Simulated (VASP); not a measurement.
# ScGa3P2 (P6/mmm) in VASP: notebook

The runs below take ScGa3P2 through relaxation of cell and atoms, single point, with PBE.

Everything below comes from runs of VASP 6.6.1. Logs are shortened: lines on timing, memory, paths and dates and some standing lists are left out, and cuts for length are marked.

## 1. The cell of the first run

The structure is hexagonal, space group P6/mmm (No. 191). Conventional cell: a = 5.002 Å, b = 5.002 Å, c = 6.127 Å, α = 90.00°, β = 90.00°, γ = 120.00°. Within 3.8 Å of Sc (site symmetry 6/mmm) lie 8 Ga at 2.89 to 3.06 Å. Ga (site symmetry 6/mmm) has 6 P at 2.89 Å and 2 Sc at 3.06 Å within 3.8 Å. Within 3.8 Å of Ga (site symmetry -6m2) lie 3 Ga at 2.89 Å and 3 Sc at 2.89 Å and 2 P at 3.06 Å. P (site symmetry -6m2) has 3 P at 2.89 Å and 5 Ga at 2.89 to 3.06 Å within 3.8 Å.

The cell was generated, and may not be a known phase.

## 2. Relaxation of cell and atoms, PBE

File INCAR:

```
SYSTEM = ScGa3P2
PREC = Accurate
ENCUT = 600
EDIFF = 1E-6
ISMEAR = 0
SIGMA = 0.1
LREAL = .FALSE.
LASPH = .TRUE.
NELM = 80
ALGO = Fast
ISIF = 3
LWAVE = .FALSE.
LCHARG = .FALSE.
GGA = PE
IBRION = 2
NSW = 90
EDIFFG = -0.04
```

File KPOINTS:

```
regular mesh
0
G
  6 6 4
  0 0 0
```

File POSCAR:

```
ScGa3P2
1.0
    5.0016812000      0.0000000000      0.0000000000
   -2.5008406000      4.3315829800      0.0000000000
    0.0000000000      0.0000000000      6.1270448500
Sc Ga P
1 3 2
Direct
    0.0000000000      0.0000000000      0.5000000000
    0.0000000000      0.0000000000      0.0000000000
    0.3333333300      0.6666666700      0.5000000000
    0.6666666700      0.3333333300      0.5000000000
    0.3333333300      0.6666666700      0.0000000000
    0.6666666700      0.3333333300      0.0000000000
```

Potentials or basis: VASP PAW PBE potentials, release 64 (Sc_sv, Ga_d, P).

The run is started by

```
$ cat potpaw_PBE.64/Sc_sv/POTCAR potpaw_PBE.64/Ga_d/POTCAR potpaw_PBE.64/P/POTCAR > POTCAR
$ mpirun -np 1 vasp_std > vasp.out
```

OUTCAR:

```text
SYSTEM = ScGa3P2
   PREC = Accurate
   ENCUT = 600
   EDIFF = 1E-6
   ISMEAR = 0
   LREAL = .FALSE.
   LASPH = .TRUE.
   NELM = 80
   ISIF = 3
   GGA = PE
   IBRION = 2
   NSW = 90
   EDIFFG = -0.04

 ion  position               nearest neighbor table
   1  0.000  0.000  0.500-   3 2.89   4 2.89   3 2.89   4 2.89   4 2.89   3 2.89   2 3.06   2 3.06

   2  0.000  0.000  0.000-   5 2.89   6 2.89   5 2.89   6 2.89   6 2.89   5 2.89   1 3.06   1 3.06

   3  0.333  0.667  0.500-   4 2.89   1 2.89   4 2.89   1 2.89   1 2.89   4 2.89
   4  0.667  0.333  0.500-   3 2.89   1 2.89   3 2.89   1 2.89   1 2.89   3 2.89
   5  0.333  0.667  0.000-   6 2.89   2 2.89   6 2.89   2 2.89   2 2.89   6 2.89
   6  0.667  0.333  0.000-   5 2.89   2 2.89   5 2.89   2 2.89   2 2.89   5 2.89

  LATTYP: Found a hexagonal cell.
 ALAT       =     5.0016812000
 C/A-ratio  =     1.2249970770

  Lattice vectors:

 A1 = (   5.0016812000,   0.0000000000,   0.0000000000)
 A2 = (  -2.5008406000,   4.3315829800,   0.0000000000)
 A3 = (   0.0000000000,   0.0000000000,   6.1270448500)

Analysis of symmetry for initial positions (statically):
=====================================================================
 Subroutine PRICEL returns:
 Original cell was already a primitive cell.

 Routine SETGRP: Setting up the symmetry group for a
 hexagonal supercell.

 Subroutine GETGRP returns: Found 24 space group operations
 (whereof 24 operations were pure point group operations)
 out of a pool of 24 trial point group operations.

The static configuration has the point symmetry D_6h.

Analysis of symmetry for dynamics (positions and initial velocities):
=====================================================================
 Subroutine PRICEL returns:
 Original cell was already a primitive cell.

 Routine SETGRP: Setting up the symmetry group for a
 hexagonal supercell.

 Subroutine GETGRP returns: Found 24 space group operations
 (whereof 24 operations were pure point group operations)
 out of a pool of 24 trial point group operations.

The dynamic configuration has the point symmetry D_6h.

 Subroutine INISYM returns: Found 24 space group operations
 (whereof 24 operations are pure point group operations),
 and found     1 'primitive' translations

----------------------------------------------------------------------------------------

                                     Primitive cell

  volume of cell :     132.7436

  direct lattice vectors                    reciprocal lattice vectors
     5.001681200  0.000000000  0.000000000     0.199932775  0.115431241  0.000000000
    -2.500840600  4.331582980  0.000000000     0.000000000  0.230862483  0.000000000
     0.000000000  0.000000000  6.127044850     0.000000000  0.000000000  0.163210818

  length of vectors
     5.001681200  5.001681199  6.127044850     0.230862482  0.230862483  0.163210818

  position of ions in fractional coordinates (direct lattice)
     0.000000000  0.000000000  0.500000000
     0.000000000  0.000000000  0.000000000
     0.333333330  0.666666670  0.500000000
     0.666666670  0.333333330  0.500000000
     0.333333330  0.666666670  0.000000000
     0.666666670  0.333333330  0.000000000

  ion indices of the primitive-cell ions
   primitive index   ion index
                 1           1
                 2           2
                 3           3
                 4           4
                 5           5
                 6           6

----------------------------------------------------------------------------------------

 KPOINTS: regular mesh

Automatic generation of k-mesh.
 Grid dimensions read from file:
 generate k-points for:    6    6    4

 Generating k-lattice:

  Cartesian coordinates                     Fractional coordinates (reciprocal lattice)
     0.033322129  0.019238540  0.000000000     0.166666667  0.000000000  0.000000000
     0.000000000  0.038477080  0.000000000     0.000000000  0.166666667  0.000000000
     0.000000000  0.000000000  0.040802704     0.000000000  0.000000000  0.250000000

  Length of vectors
     0.038477080  0.038477080  0.040802704

  Shift w.r.t. Gamma in fractional coordinates (k-lattice)
     0.000000000  0.000000000  0.000000000

 Subroutine IBZKPT returns following result:
 ===========================================

 Found     21 irreducible k-points:

 Following reciprocal coordinates:
            Coordinates               Weight
  0.000000  0.000000  0.000000      1.000000
  0.166667  0.000000  0.000000      6.000000
  0.333333  0.000000  0.000000      6.000000
  0.500000  0.000000  0.000000      3.000000
  0.166667  0.166667  0.000000      6.000000
  0.333333  0.166667  0.000000     12.000000
[... 13 lines left out ...]
  0.333333  0.166667  0.500000     12.000000
  0.333333  0.333333  0.500000      2.000000
   k-points           NKPTS =     21   k-points in BZ     NKDIM =     21   number of bands    NBANDS=     36
   number of dos      NEDOS =    301   number of ions     NIONS =      6
   total plane-waves  NPLWV =  80000
   dimension x,y,z NGX =    40 NGY =   40 NGZ =   50
   dimension x,y,z NGXF=    80 NGYF=   80 NGZF=  100
   ions per type =               1   3   2
   NGX,Y,Z   is equivalent  to a cutoff of  13.30, 13.30, 13.57 a.u.
   NGXF,Y,Z  is equivalent  to a cutoff of  26.59, 26.59, 27.13 a.u.
 SYSTEM =  ScGa3P2
   PREC   = accura    normal or accurate (medium, high low for compatibility)
   ISTART =      0    job   : 0-new  1-cont  2-samecut
   ICHARG =      2    charge: 1-file 2-atom 10-const
   ISPIN  =      1    spin polarized calculation?
   LNONCOLLINEAR =      F non collinear calculations
   LSORBIT =      F    spin-orbit coupling
   LASPH  =      T    aspherical Exc in radial PAW
   ENCUT  =  600.0 eV  44.10 Ry    6.64 a.u.   9.99  9.99 12.24*2*pi/ulx,y,z
   NELM   =     80;   NELMIN=  2; NELMDL= -5     # of ELM steps
   EDIFF  = 0.1E-05   stopping-criterion for ELM
   LREAL  =      F    real-space projection
   EDIFFG = -.4E-01   stopping-criterion for IOM
   NSW    =     90    number of steps for IOM
   IBRION =      2    ionic relax: 0-MD 1-quasi-New 2-CG
   NFREE  =      1    steps in history (QN), initial steepest desc. (CG)
   ISIF   =      3    stress and relaxation
   ISYM   =      2    0-nonsym 1-usesym 2-fastsym
   POTIM  = 0.5000    time-step for ionic-motion
   TEBEG  =    0.0;   TEEND  =   0.0 temperature during run
   PSTRESS=    0.0 pullay stress
   NELECT =      60.0000    total number of electrons
   NUPDOWN=      -1.0000    fix difference up-down
   EMIN   =  10.00;   EMAX   =-10.00  energy-range for DOS
   EFERMI =   0.00;   METHOD = LEGACY
   ISMEAR =     0;   SIGMA  =   0.10  broadening in eV -4-tet -1-fermi 0-gaus
   EFERMI_NEDOS =   21; number of points for ismear=-14 and -15
   IALGO  =     68    algorithm
   IMIX   =      4    mixing-type and parameters
     AMIX     =   0.40;   BMIX     =  1.00
     AMIX_MAG =   1.60;   BMIX_MAG =  1.00
  volume/ion in A,a.u.               =      22.12       149.30
  Fermi-wavevector in a.u.,A,eV,Ry     =   1.256379  2.374212 21.476637  1.578488
  Thomas-Fermi vector in A             =   2.390090
   LORBIT       =      0    0 simple, 1 ext, 2 COOP (PROOUT), +10 PAW based schemes
   GGA     = PE    functional components
   LHFCALC =     F    Hartree Fock is set to
   AEXX    =    0.0000 exact exchange contribution
   IVDW    =     0    specifies the selected vdW correction
   LEPSILON=     F    determine dielectric tensor
   LRPA    =     F    only Hartree local field effects (RPA)
 conjugate gradient relaxation of ions
 non-spin polarized calculation
 RMM-DIIS sequential band-by-band and
 Gauss-broadening in eV      SIGMA  =   0.10
  energy-cutoff  :      600.00
  volume of cell :      132.74
 maximum number of plane-waves:      4494
 NGX is ok and might be reduce to    40
   NGX = 19   NGY = 19   NGZ = 25

--------------------------------------- Ionic step        1  -------------------------------------------

 number of electron      59.9999987 magnetization

 Free energy of the ion-electron system (eV)
  ---------------------------------------------------
  ext. energy  EPLUGINS =         0.00000000
  ---------------------------------------------------
  free energy    TOTEN  =       -23.98363111 eV

  energy without entropy =      -23.96070777  energy(sigma->0) =      -23.97216944

 E-fermi :   4.3966     XC(G=0):  -9.9810

 val. band max:        4.3847336285   @ k =   0.0000   0.0000   0.5000
 cond. band min:       4.4079558684   @ k =   0.3333   0.1667   0.5000
 fundamental gap:      0.0232222399
 Fermi energy:         4.3966069044

 k-point     1 :       0.0000    0.0000    0.0000
  band No.  band energies     occupation
      1     -45.9126      2.00000
      2     -24.5444      2.00000
      3     -24.5444      2.00000
      4     -24.5405      2.00000
      5     -10.4831      2.00000
      6     -10.4253      2.00000
[... 1070 lines left out ...]
 POSITION                                       TOTAL-FORCE (eV/Angst)
 -----------------------------------------------------------------------------------
     -0.00000      0.00000      2.74266         0.000000      0.000000      0.000000
     -0.00000      0.00000      0.00000         0.000000     -0.000000      0.000000
     -0.00000      2.80367      2.74266         0.000000      0.000000     -0.000000
      2.42805      1.40183      2.74266        -0.000000     -0.000000      0.000000
     -0.00000      2.80367      0.00000         0.000000     -0.000000      0.000000
      2.42805      1.40183      0.00000        -0.000000      0.000000     -0.000000
 -----------------------------------------------------------------------------------
    total drift:                                0.000000     -0.000000      0.000000

  FREE ENERGIE OF THE ION-ELECTRON SYSTEM (eV)
  ---------------------------------------------------
  free  energy   TOTEN  =       -24.5615903639 eV

  energy  without entropy=      -24.5364411801  energy(sigma->0) =      -24.54901577

--------------------------------------- Ionic step        8  -------------------------------------------

 number of electron      59.9999988 magnetization

 Free energy of the ion-electron system (eV)
  ---------------------------------------------------
  ext. energy  EPLUGINS =         0.00000000
  ---------------------------------------------------
  free energy    TOTEN  =       -24.56253071 eV

  energy without entropy =      -24.53787421  energy(sigma->0) =      -24.55020246

 E-fermi :   5.9622     XC(G=0): -10.7212

 val. band max:        5.9356145079   @ k =   0.1667   0.1667   0.5000
 cond. band min:       5.9896857448   @ k =   0.3333   0.1667   0.0000
 fundamental gap:      0.0540712369
 Fermi energy:         5.9622201137

 k-point     1 :       0.0000    0.0000    0.0000
  band No.  band energies     occupation
      1     -43.9878      2.00000
      2     -22.6831      2.00000
      3     -22.6831      2.00000
      4     -22.6127      2.00000
      5      -9.1001      2.00000
      6      -9.0023      2.00000
[... 830 lines left out ...]
 POSITION                                       TOTAL-FORCE (eV/Angst)
 -----------------------------------------------------------------------------------
     -0.00000      0.00000      2.75075         0.000000      0.000000      0.000000
     -2.43631      4.21980      0.00000         0.000000     -0.000000      0.000000
     -0.00000      2.81320      2.75075        -0.000000      0.000000     -0.000000
      2.43631      1.40660      2.75075         0.000000     -0.000000      0.000000
     -0.00000      2.81320      0.00000        -0.000000     -0.000000      0.000000
      2.43631      1.40660      5.50150         0.000000     -0.000000     -0.000000
 -----------------------------------------------------------------------------------
    total drift:                                0.000000     -0.000000     -0.000000

  FREE ENERGIE OF THE ION-ELECTRON SYSTEM (eV)
  ---------------------------------------------------
  free  energy   TOTEN  =       -24.5625307136 eV

  energy  without entropy=      -24.5378742134  energy(sigma->0) =      -24.55020246

 reached required accuracy - stopping structural energy minimisation
```

It took 21 min on 1 thread of Oxide Virtual Turin-like, shared host; peak memory 0.33 GiB.

What came out:

- Free energy: -24.5625 eV
- Relaxed volume: 18.85 Å³/atom
- Relaxed cell: a = 4.873 Å, b = 4.873 Å, c = 5.502 Å, α = 90.00°, β = 90.00°, γ = 120.00°
- Space group after relaxing (to 0.1 Å): P6/mmm (No. 191)
- Energy gained by relaxing: 96.5 meV/atom
- Ionic steps: 8
- Pressure after relaxing: -0.1 GPa
- Band gap on the k mesh: zero (bands 30 and 31 overlap by 2.39 eV)

Step by step:
| step | energy change (eV) | largest force (eV/Å) | pressure (GPa) | volume (Å³) |
| --- | --- | --- | --- | --- |
| 1 | 0.0000 | 0.0000 | -6.94 | 132.74 |
| 2 | -0.5062 | 0.0000 | -0.82 | 115.15 |
| 3 | -0.5148 | 0.0000 | 0.31 | 113.07 |
| 4 | -0.5593 | 0.0000 | 0.29 | 112.61 |
| 5 | -0.5769 | 0.0000 | 0.43 | 112.15 |
| 6 | -0.5774 | 0.0000 | 0.48 | 111.93 |
| 7 | -0.5780 | 0.0000 | 0.46 | 112.02 |
| 8 | -0.5789 | 0.0000 | -0.12 | 113.12 |

Final structure:
```cif
data_structure
_symmetry_space_group_name_H-M 'P 1'
_symmetry_Int_Tables_number 1
_cell_length_a 4.8726
_cell_length_b 4.8726
_cell_length_c 5.5015
_cell_angle_alpha 90.000
_cell_angle_beta 90.000
_cell_angle_gamma 120.000
_cell_volume 113.12
loop_
_atom_site_label
_atom_site_type_symbol
_atom_site_fract_x
_atom_site_fract_y
_atom_site_fract_z
_atom_site_occupancy
Sc1 Sc 0.00000 0.00000 0.50000 1
Ga1 Ga 0.00000 0.00000 0.00000 1
Ga2 Ga 0.33333 0.66667 0.50000 1
Ga3 Ga 0.66667 0.33333 0.50000 1
P1 P 0.33333 0.66667 0.00000 1
P2 P 0.66667 0.33333 0.00000 1
```

## 3. Single point, PBE

This run uses another cell than the first one, of 18.74 Å³/atom.

File INCAR:

```
SYSTEM = ScGa3P2
PREC     = Accurate       ! precision mode
ENCUT    = 520            ! plane-wave cutoff, eV
EDIFF    = 1E-7           ! SCF threshold, eV
ISMEAR   = 0              ! smearing method
SIGMA    = 0.1            ! smearing width, eV
LREAL    = .False.        ! projectors in reciprocal space
LASPH    = .True.         ! aspherical terms in the spheres
NELM     = 100            ! most SCF steps
ALGO     = Fast           ! electronic algorithm
ISIF     = 2              ! what is computed and relaxed
LWAVE    = .False.        ! write WAVECAR
LCHARG   = .False.        ! write CHGCAR
GGA      = PE             ! functional
NBANDS   = 39             ! bands
```

File KPOINTS:

```
regular mesh
0
Gamma
  12 12 8
  0 0 0
```

File POSCAR:

```
ScGa3P2
1.0
    4.8693407793      0.0000000000      0.0000000000
   -2.4346703896      4.2169728146      0.0000000000
    0.0000000000      0.0000000000      5.4758840320
Sc Ga P
1 3 2
Direct
    0.0000000000      0.0000000000      0.5000000000
    0.0000000000      0.0000000000      0.0000000000
    0.3333333333      0.6666666667      0.5000000000
    0.6666666667      0.3333333333      0.5000000000
    0.3333333333      0.6666666667      0.0000000000
    0.6666666667      0.3333333333      0.0000000000
```

Potentials or basis: VASP PAW PBE potentials, release 64 (Sc_sv, Ga_d, P).

The run is started by

```
$ cat potpaw_PBE.64/Sc_sv/POTCAR potpaw_PBE.64/Ga_d/POTCAR potpaw_PBE.64/P/POTCAR > POTCAR
$ mpirun -np 1 vasp_std > vasp.out
```

OUTCAR:

```text
SYSTEM = ScGa3P2
   PREC = Accurate
   ENCUT = 520
   EDIFF = 1E-7
   ISMEAR = 0
   LREAL = .False.
   LASPH = .True.
   NELM = 100
   ISIF = 2
   GGA = PE

 ion  position               nearest neighbor table
   1  0.000  0.000  0.500-   2 2.74   2 2.74   4 2.81   3 2.81   4 2.81   3 2.81   4 2.81   3 2.81

   2  0.000  0.000  0.000-   1 2.74   1 2.74   6 2.81   5 2.81   6 2.81   5 2.81   6 2.81   5 2.81

   3  0.333  0.667  0.500-   5 2.74   5 2.74   1 2.81   4 2.81   4 2.81   1 2.81   1 2.81   4 2.81

   4  0.667  0.333  0.500-   6 2.74   6 2.74   1 2.81   3 2.81   3 2.81   1 2.81   1 2.81   3 2.81

[... 1220 lines left out ...]
  Total        0.0870229      0.0870229      0.0684146      0.0000000      0.0000000     -0.0000000
  in kB        1.2399922      1.2399922      0.9748413      0.0000000      0.0000000     -0.0000000
  external PRESSURE =       1.1516085 kB  Pullay stress =       0.0000000 kB

 VOLUME and BASIS-vectors are now :
 -----------------------------------------------------------------------------
  energy-cutoff  :      520.00
  volume of cell :      112.44
      direct lattice vectors                 reciprocal lattice vectors
     4.869340779  0.000000000  0.000000000     0.205366608  0.118568467  0.000000000
    -2.434670390  4.216972815  0.000000000     0.000000000  0.237136933  0.000000000
     0.000000000  0.000000000  5.475884032     0.000000000  0.000000000  0.182618915

 POSITION                                       TOTAL-FORCE (eV/Angst)
 -----------------------------------------------------------------------------------
      0.00000      0.00000      2.73794        -0.000000      0.000000     -0.000000
      0.00000      0.00000      0.00000        -0.000000      0.000000     -0.000000
     -0.00000      2.81132      2.73794        -0.000000      0.000000      0.000000
      2.43467      1.40566      2.73794         0.000000      0.000000     -0.000000
     -0.00000      2.81132      0.00000        -0.000000     -0.000000     -0.000000
      2.43467      1.40566      0.00000        -0.000000      0.000000      0.000000
 -----------------------------------------------------------------------------------
    total drift:                                0.000000      0.000000     -0.000000

  FREE ENERGIE OF THE ION-ELECTRON SYSTEM (eV)
  ---------------------------------------------------
  free  energy   TOTEN  =       -24.5781481269 eV

  energy  without entropy=      -24.5583471771  energy(sigma->0) =      -24.56824765
```

OSZICAR:

```text
N       E                     dE             d eps       ncg     rms          rms(c)
DAV:   1     0.612837042011E+03    0.61284E+03   -0.27998E+04  8051   0.238E+03
DAV:   2     0.580491891232E+02   -0.55479E+03   -0.54002E+03  7577   0.636E+02
DAV:   3    -0.214922488650E+02   -0.79541E+02   -0.76592E+02  9144   0.190E+02
DAV:   4    -0.256769192096E+02   -0.41847E+01   -0.40540E+01 10109   0.448E+01
DAV:   5    -0.258357985778E+02   -0.15888E+00   -0.15798E+00 10366   0.860E+00    0.805E+00
RMM:   6    -0.246355483075E+02    0.12003E+01   -0.37981E+00  9504   0.113E+01    0.335E+00
RMM:   7    -0.245660831221E+02    0.69465E-01   -0.94119E-01 10564   0.415E+00    0.210E+00
RMM:   8    -0.245774572779E+02   -0.11374E-01   -0.22441E-01 10742   0.235E+00    0.811E-01
RMM:   9    -0.245774654379E+02   -0.81600E-05   -0.34248E-02 10454   0.146E+00    0.417E-01
RMM:  10    -0.245778958043E+02   -0.43037E-03   -0.20203E-02 11312   0.675E-01    0.161E-01
RMM:  11    -0.245779789733E+02   -0.83169E-04   -0.34038E-03 11148   0.362E-01    0.802E-02
RMM:  12    -0.245781204996E+02   -0.14153E-03   -0.18846E-03 11647   0.184E-01    0.315E-02
RMM:  13    -0.245781281469E+02   -0.76473E-05   -0.31534E-04 12211   0.892E-02    0.983E-03
RMM:  14    -0.245781455466E+02   -0.17400E-04   -0.18461E-04 11483   0.366E-02    0.913E-03
RMM:  15    -0.245781467880E+02   -0.12414E-05   -0.17326E-05 11172   0.197E-02    0.175E-03
RMM:  16    -0.245781481528E+02   -0.13648E-05   -0.14288E-05  9269   0.929E-03    0.150E-03
RMM:  17    -0.245781480699E+02    0.82816E-07   -0.11722E-06  7739   0.663E-03    0.520E-04
RMM:  18    -0.245781481269E+02   -0.56931E-07   -0.80790E-07  6701   0.353E-03
   1 F= -.24578148E+02 E0= -.24568248E+02  d E =-.198009E-01
```

It took 6.9 min on 1 thread of Oxide Virtual Turin-like, shared host; peak memory 0.45 GiB.

What came out:

- Free energy: -24.5781 eV
- Pressure: 0.1 GPa
- Band gap on the k mesh: zero (bands 30 and 31 overlap by 2.43 eV)

The gap in the log of VASP goes by the Fermi energy; the results here count the filled bands.